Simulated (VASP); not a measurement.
Al3Cu: single point with LDA

Crystal: Al3Cu.

```xyz
4
Lattice="3.9898 0.0000 0.0000 0.0000 3.9898 0.0000 0.0000 0.0000 3.5850" Properties=species:S:1:pos:R:3 pbc="T T T"
Al    0.0000    1.9949    1.7925
Al    1.9949    0.0000    1.7925
Al    1.9949    1.9949    0.0000
Cu    0.0000    0.0000    0.0000
```

This cell differs from its parent crystal: mode 8 frozen in at +0.000 Å, strain +e along z and -e/2 along x and y -0.0700.

```json
{
 "Program": "VASP 6.6.1",
 "Task": "single point",
 "Functional": "LDA",
 "Potentials or basis": "VASP PAW LDA potentials, release 64 (Al, Cu)",
 "Cutoff": "520 eV",
 "k mesh": "10 × 10 × 10",
 "Occupations": "gaussian, width 0.15 eV",
 "Spin": "no spin polarisation",
 "Dipole correction": "no",
 "Further INCAR settings": "ALGO = Normal; EDIFF = 1e-06; NBANDS = 18"
}
```

```yaml
Pressure: 1.0 GPa
Band_gap_on_the_k_mesh: zero (band 10 reaches 10.92 eV, above the bottom of band 11 at 6.56 eV)
```

Stress tensor (GPa, compression positive):
```
-2.14  0.00  0.00
 0.00 -2.14  0.00
 0.00  0.00  7.29
```

Levels at points of the mesh, in eV from the Fermi level:
```
           k point  band 6  band 7  band 8  band 9  band 10  band 11  band 12  band 13  band 14  band 15
(0.00, 0.00, 0.00)   -3.76   -3.01   -3.01   -1.15    -0.98    -0.10     1.75     5.73     5.73     6.35
(0.50, 0.00, 0.00)   -3.73   -3.63   -0.40   -0.27     0.25     1.27     1.39     1.96     3.04     4.55
(0.50, 0.50, 0.00)   -3.91   -3.63   -3.56   -3.18     2.30     3.85     3.85     4.43     5.06     5.06
(0.00, 0.00, 0.50)   -3.71   -3.39   -0.02   -0.02     0.32     0.32     0.46     1.73     1.88     3.06
(0.50, 0.00, 0.50)   -3.97   -3.59   -3.31   -3.22     1.04     2.54     2.97     3.09     3.25     3.43
(0.50, 0.50, 0.50)   -4.13   -3.89   -3.61   -3.52    -2.44    -2.06    -1.84    -1.84    11.12    11.55
```

Wall time 2.7 min on 1 thread of Intel(R) Xeon(R) Platinum 8175M CPU @ 2.50GHz (Skylake/Cascade Lake), with other jobs on the host, peak memory 0.23 GiB.

Caveat: the cell differs from its parent crystal (mode 8 frozen in at +0.000 Å, strain +e along z and -e/2 along x and y -0.0700).
